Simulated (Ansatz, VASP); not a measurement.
Two plane-wave programs on W2F3

```
W F
1.0
     3.59193    0.00000    0.00000
    -1.79597    3.11070    0.00000
     0.00000    0.00000    5.58846
W F
2 3
Direct
  0.33333 0.66667 0.24500
  0.66667 0.33333 0.75500
  0.00000 0.00000 0.00000
  0.33333 0.66667 0.64500
  0.66667 0.33333 0.35500
```

Alike in both runs: task single point; functional PBE; k mesh 6 × 6 × 4; occupations gaussian, width 0.1 eV; collinear spin.

|  | VASP | Ansatz |
| --- | --- | --- |
| version | VASP 6.6.1 | Ansatz 0.2.0 |
| potentials or method | VASP PAW PBE potentials, release 64 (W_sv, F), cutoff 520 eV | scalar-relativistic, plane waves, PAW |
| valence electrons in the cell | 49 | 49 |

```tsv
	VASP	Ansatz	Ansatz less VASP
gap on the k mesh at the Fermi level (eV)	none	none	-
pressure (GPa)	9.0	8.3	-0.70
traceless stress, the component that is largest in VASP (GPa)	-4.07	-3.89	+0.178
rms of the force components (eV/Å)	1.648	1.619	-0.0294
net moment per atom (μB)	0.15	0.15	0.000
size of the moment on the site where the two differ most (μB)	0.30	0.19	-0.103
```

Site moments also hang on the region over which each program counts them. Atom by atom the forces differ by 0.029 eV/Å (rms over components). A gap of «none» marks a metal or a gap that the smearing closes. The functional is the same, so the differences come from potentials, cutoffs and numerics. Ansatz's warnings: no starting moments.

Spin-orbit coupling is off throughout.
